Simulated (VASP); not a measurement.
# CuNi4P2Pd9 in VASP: a series of runs

CuNi4P2Pd9 is run at these levels: PBE; tasks: single point.

All numbers are computed with VASP 6.6.1; they aren't measurements. Logs are shortened: lines on timing, memory, paths and dates and some standing lists are left out, and cuts for length are marked.

## 1. The cell of the first run

The cell holds a disordered packing, 16 atoms: a = 6.101 Å, b = 6.401 Å, c = 5.973 Å, α = 86.70°, β = 88.82°, γ = 88.13°.

## 2. Single point, PBE

Input file INCAR:

```
PREC = Accurate
ENCUT = 400
EDIFF = 1E-6
ISMEAR = -1
SIGMA = 0.1491
LREAL = Auto
LASPH = True
NELM = 120
ALGO = Normal
ISIF = 2
LWAVE = False
LCHARG = True
GGA = PE
LELF = True
LVHAR = True
NBANDS = 90
ISYM = -1
GGA_COMPAT = False
```

Input file KPOINTS:

```
explicit points
1
Reciprocal
  0.25000000   0.25000000   0.25000000 1
```

Input file POSCAR:

```
CuNi4P2Pd9
1.0
    6.1000500000      0.1012340000      0.0604580000
    0.1012340000      6.3978840000      0.1773740000
    0.0604580000      0.1773740000      5.9702840000
Pd Ni P Cu
9 4 2 1
Direct
    0.6525003917      0.1198509868      0.6339771579
    0.6706576275      0.5133162158      0.1499038288
    0.3473416121      0.2733154925      0.3711333261
    0.7373086542      0.8524411680      0.9343397891
    0.4216109548      0.8485782595      0.2752509805
    0.3748114306      0.1996056156      0.9400518977
    0.6138933550      0.5660410642      0.6054159681
    0.9811079080      0.4556484584      0.8540571920
    0.1328277656      0.0293651223      0.6320129645
    0.7202546866      0.1814801823      0.1389300704
    0.0556122820      0.0533482233      0.0843832898
    0.1713394328      0.6541694425      0.5049241393
    0.9405341613      0.3360369357      0.4137620539
    0.4376410373      0.8315509253      0.7150511742
    0.0596049293      0.6741260183      0.1251360868
    0.8499792360      0.8282935755      0.3962699615
```

Potentials or basis: VASP PAW PBE potentials, release 64 (Pd, Ni, P, Cu).

Started as:

```
$ cat potpaw_PBE.64/Pd/POTCAR potpaw_PBE.64/Ni/POTCAR potpaw_PBE.64/P/POTCAR potpaw_PBE.64/Cu/POTCAR > POTCAR
$ mpirun -np 1 vasp_std > vasp.out
```

OUTCAR:

```text
PREC = Accurate
   ENCUT = 400
   EDIFF = 1E-6
   ISMEAR = -1
   LREAL = Auto
   LASPH = True
   NELM = 120
   ISIF = 2
   GGA = PE
   ISYM = -1

 ion  position               nearest neighbor table
   1  0.653  0.120  0.634-  14 2.32   4 2.46   6 2.53  13 2.57   3 2.59  16 2.65   7 2.85   9 2.97
                            10 2.98  10 3.10   5 3.21   9 3.24   8 3.33
   2  0.671  0.513  0.150-  10 2.14   4 2.50  13 2.50   8 2.60  15 2.62   5 2.72   7 2.77   3 2.80
                            16 2.82   6 3.08   7 3.27
   3  0.347  0.273  0.371-  13 2.51   9 2.52   1 2.59   6 2.65  10 2.71  12 2.78   2 2.80   5 2.83
                            11 2.94   7 2.95   6 3.41
   4  0.737  0.852  0.934-  14 2.28   1 2.46  10 2.49   2 2.50  15 2.50  11 2.57   5 2.77  16 2.85
                             7 2.89   8 2.96   6 3.08   9 3.18
   5  0.422  0.849  0.275-  12 2.37  14 2.63  15 2.70   2 2.72  16 2.72   4 2.77  11 2.78   3 2.83
                             7 2.84  10 2.92   6 2.93   9 3.00   1 3.21
   6  0.375  0.200  0.940-  11 2.32  10 2.44   1 2.53   3 2.65   9 2.68  14 2.79   8 2.90   5 2.93
                             2 3.08   4 3.08   7 3.35   3 3.41
   7  0.614  0.566  0.605-  14 2.11  16 2.51  13 2.71   8 2.76   2 2.77  12 2.81   5 2.84   1 2.85
                             4 2.89   3 2.95   2 3.27   6 3.35
   8  0.981  0.456  0.854-  15 2.27   2 2.60  12 2.65   7 2.76  13 2.80  10 2.87  11 2.88   6 2.90
                             4 2.96   9 3.20   1 3.33
   9  0.133  0.029  0.632-  14 2.26   3 2.52  13 2.56  12 2.56  16 2.66   6 2.68  11 2.75   1 2.97
                             5 3.00   4 3.18   8 3.20   1 3.24
  10  0.720  0.181  0.139-   2 2.14  11 2.20  13 2.42   6 2.44   4 2.49   3 2.71  16 2.76   8 2.87
                             5 2.92   1 2.98   1 3.10
  11  0.056  0.053  0.084-  10 2.20   6 2.32  15 2.43   4 2.57  16 2.61   9 2.75   5 2.78  13 2.81
                             8 2.88   3 2.94
  12  0.171  0.654  0.505-  16 2.31   5 2.37  15 2.38  14 2.42   9 2.56  13 2.60   8 2.65   3 2.78
                             7 2.81
  13  0.941  0.336  0.414-  10 2.42   2 2.50   3 2.51   9 2.56   1 2.57  12 2.60   7 2.71  15 2.79
                             8 2.80  11 2.81
  14  0.438  0.832  0.715-   7 2.11   9 2.26   4 2.28   1 2.32  12 2.42   5 2.63   6 2.79
  15  0.060  0.674  0.125-   8 2.27  16 2.29  12 2.38  11 2.43   4 2.50   2 2.62   5 2.70  13 2.79

  16  0.850  0.828  0.396-  15 2.29  12 2.31   7 2.51  11 2.61   1 2.65   9 2.66   5 2.72  10 2.76
                             2 2.82   4 2.85

IMPORTANT INFORMATION: All symmetrisations will be switched off!
NOSYMM: (Re-)initialisation of all symmetry stuff for point group C_1.

----------------------------------------------------------------------------------------

                                     Primitive cell

  volume of cell :     232.7304

  direct lattice vectors                    reciprocal lattice vectors
     6.100050000  0.101234000  0.060458000     0.163991124 -0.002550900 -0.001584868
     0.101234000  6.397884000  0.177374000    -0.002550900  0.156470203 -0.004622816
     0.060458000  0.177374000  5.970284000    -0.001584868 -0.004622816  0.167649610

  length of vectors
     6.101189515  6.401142830  5.973224234     0.164018620  0.156559260  0.167720822

  position of ions in fractional coordinates (direct lattice)
     0.652500392  0.119850987  0.633977158
     0.670657627  0.513316216  0.149903829
     0.347341612  0.273315492  0.371133326
     0.737308654  0.852441168  0.934339789
     0.421610955  0.848578260  0.275250980
     0.374811431  0.199605616  0.940051898
[... 8 lines left out ...]
     0.059604929  0.674126018  0.125136087
     0.849979236  0.828293575  0.396269962

  ion indices of the primitive-cell ions
   primitive index   ion index
                 1           1
                 2           2
                 3           3
                 4           4
                 5           5
                 6           6
[... 8 lines left out ...]
                15          15
                16          16

----------------------------------------------------------------------------------------

 KPOINTS: explicit points

Read explicit list of k-points.

 Found      1 k-points:

 Following reciprocal coordinates:
            Coordinates               Weight
  0.250000  0.250000  0.250000      1.000000
   k-points           NKPTS =      1   k-points in BZ     NKDIM =      1   number of bands    NBANDS=     90
   number of dos      NEDOS =    301   number of ions     NIONS =     16
   total plane-waves  NPLWV =  67200
   dimension x,y,z NGX =    40 NGY =   42 NGZ =   40
   dimension x,y,z NGXF=    80 NGYF=   84 NGZF=   80
   ions per type =               9   4   2   1
   NGX,Y,Z   is equivalent  to a cutoff of  10.90, 10.91, 11.13 a.u.
   NGXF,Y,Z  is equivalent  to a cutoff of  21.80, 21.82, 22.27 a.u.
 SYSTEM =  unknown system
   PREC   = accura    normal or accurate (medium, high low for compatibility)
   ISTART =      0    job   : 0-new  1-cont  2-samecut
   ICHARG =      2    charge: 1-file 2-atom 10-const
   ISPIN  =      1    spin polarized calculation?
   LNONCOLLINEAR =      F non collinear calculations
   LSORBIT =      F    spin-orbit coupling
   LASPH  =      T    aspherical Exc in radial PAW
   ENCUT  =  400.0 eV  29.40 Ry    5.42 a.u.   9.95 10.44  9.74*2*pi/ulx,y,z
   NELM   =    120;   NELMIN=  2; NELMDL= -5     # of ELM steps
   EDIFF  = 0.1E-05   stopping-criterion for ELM
   LREAL  =      T    real-space projection
   EDIFFG = 0.1E-04   stopping-criterion for IOM
   NSW    =      0    number of steps for IOM
   IBRION =     -1    ionic relax: 0-MD 1-quasi-New 2-CG
   NFREE  =      0    steps in history (QN), initial steepest desc. (CG)
   ISIF   =      2    stress and relaxation
   ISYM   =     -1    0-nonsym 1-usesym 2-fastsym
   POTIM  = 0.5000    time-step for ionic-motion
   TEBEG  =    0.0;   TEEND  =   0.0 temperature during run
   PSTRESS=    0.0 pullay stress
   NELECT =     151.0000    total number of electrons
   NUPDOWN=      -1.0000    fix difference up-down
   EMIN   =  10.00;   EMAX   =-10.00  energy-range for DOS
   EFERMI =   0.00;   METHOD = LEGACY
   ISMEAR =    -1;   SIGMA  =   0.15  broadening in eV -4-tet -1-fermi 0-gaus
   EFERMI_NEDOS =   21; number of points for ismear=-14 and -15
   IALGO  =     38    algorithm
   IMIX   =      4    mixing-type and parameters
     AMIX     =   0.40;   BMIX     =  1.00
     AMIX_MAG =   1.60;   BMIX_MAG =  1.00
  volume/ion in A,a.u.               =      14.55        98.16
  Fermi-wavevector in a.u.,A,eV,Ry     =   1.417260  2.678232 27.329002  2.008625
  Thomas-Fermi vector in A             =   2.538508
   LORBIT       =      0    0 simple, 1 ext, 2 COOP (PROOUT), +10 PAW based schemes
   GGA     = PE    functional components
   LHFCALC =     F    Hartree Fock is set to
   AEXX    =    0.0000 exact exchange contribution
   IVDW    =     0    specifies the selected vdW correction
   LEPSILON=     F    determine dielectric tensor
   LRPA    =     F    only Hartree local field effects (RPA)
 non-spin polarized calculation
  energy-cutoff  :      400.00
  volume of cell :      232.73
 maximum number of plane-waves:      4225
 NGX is ok and might be reduce to    40
   NGX = 19   NGY = 21   NGZ = 19

 number of electron     151.0000043 magnetization

 Free energy of the ion-electron system (eV)
  ---------------------------------------------------
  ext. energy  EPLUGINS =         0.00000000
  ---------------------------------------------------
  free energy    TOTEN  =       -81.66874884 eV

  energy without entropy =      -80.32604390  energy(sigma->0) =      -80.99739637

 E-fermi :   8.7172     XC(G=0): -12.4071

 val. band max:        8.6729990339   @ k =   0.2500   0.2500   0.2500
 cond. band min:       8.7510117716   @ k =   0.2500   0.2500   0.2500
 fundamental gap:      0.0780127377
 Fermi energy:         8.7171605137

 k-point     1 :       0.2500    0.2500    0.2500
  band No.  band energies     occupation
      1      -3.3517      2.00000
      2      -2.7318      2.00000
      3       1.9633      2.00000
      4       2.2864      2.00000
      5       2.5415      2.00000
      6       2.7715      2.00000
[... 79 lines left out ...]
     86      12.4198      0.00000
     87      12.8657      0.00000
 [bands above 87 left out]

------------------------ aborting loop because EDIFF is reached ----------------------------------------

  FORCE on cell =-STRESS in cart. coord.  units (eV):
  Direction    XX          YY          ZZ          XY          YZ          ZX
  --------------------------------------------------------------------------------------
  -------------------------------------------------------------------------------------
  Total       11.9745280     14.6754256      5.1859460     -3.4942373     -6.0430813     -6.8970713
  in kB       82.4357961    101.0294841     35.7014146    -24.0552473    -41.6021592    -47.4812501
  external PRESSURE =      73.0555649 kB  Pullay stress =       0.0000000 kB

 VOLUME and BASIS-vectors are now :
 -----------------------------------------------------------------------------
  energy-cutoff  :      400.00
  volume of cell :      232.73
      direct lattice vectors                 reciprocal lattice vectors
     6.100050000  0.101234000  0.060458000     0.163991124 -0.002550900 -0.001584868
     0.101234000  6.397884000  0.177374000    -0.002550900  0.156470203 -0.004622816
     0.060458000  0.177374000  5.970284000    -0.001584868 -0.004622816  0.167649610

 POSITION                                       TOTAL-FORCE (eV/Angst)
 -----------------------------------------------------------------------------------
      4.03075      0.94530      3.84573         1.039531      1.141306     -2.381293
      4.15207      3.37862      1.02656        -1.544855      2.137275      1.190301
      2.16891      1.84963      2.28525         0.228359      1.193684     -0.694510
      4.64040      5.69419      5.77405         1.647906     -0.883504      0.695502
      2.67439      5.52061      1.81933        -0.033964      0.995401     -0.411028
      2.36341      1.48174      5.67044        -0.024889      1.331691     -0.290242
[... 8 lines left out ...]
      0.43940      4.34121      0.87027         0.132717      0.541634      0.722953
      5.29272      5.45566      2.56415        -0.593381      0.856326     -0.371531
 -----------------------------------------------------------------------------------
    total drift:                               -0.000396      0.002163      0.000449

  FREE ENERGIE OF THE ION-ELECTRON SYSTEM (eV)
  ---------------------------------------------------
  free  energy   TOTEN  =       -81.6687488371 eV

  energy  without entropy=      -80.3260439000  energy(sigma->0) =      -80.99739637
```

Run time: 95 s. Hardware: 1 thread of Intel Xeon 6975P-C (Granite Rapids), shared host; peak memory 0.25 GiB.

What came out:

| Quantity | Value |
| --- | --- |
| Free energy | -81.6687 eV |
| Pressure | 7.3 GPa |
| Largest force | 2.896 eV/Å |
| Band gap on the k mesh | zero (an odd number of electrons rules out a gap without spin polarisation) |

Forces on the atoms (eV/Å):
```
Pd   1.040  1.141 -2.381
Pd  -1.545  2.137  1.190
Pd   0.228  1.194 -0.695
Pd   1.648 -0.884  0.696
Pd  -0.034  0.995 -0.411
Pd  -0.025  1.332 -0.290
Pd   0.584 -2.159  0.211
Pd   1.014 -1.209 -0.966
Pd  -1.427 -0.257  1.033
Ni  -0.291 -2.829  0.544
Ni   0.135 -1.080  0.791
Ni  -0.028 -1.798  0.213
Ni   0.440  0.429  0.264
P   -1.277  1.590 -0.550
P    0.133  0.542  0.723
Cu  -0.593  0.856 -0.372
```

Stress tensor (GPa, compression positive):
```
 8.24 -2.41 -4.75
-2.41 10.10 -4.16
-4.75 -4.16  3.57
```

Levels at points of the mesh, in eV from the Fermi level:
```
           k point  band 74  band 75  band 76  band 77  band 78  band 79
(0.25, 0.25, 0.25)    -0.21    -0.13    -0.04     0.03     0.15     0.54
```

Caveat: the atoms stand as in a frame of molecular dynamics.

(Part 1 of 2 ends here.)
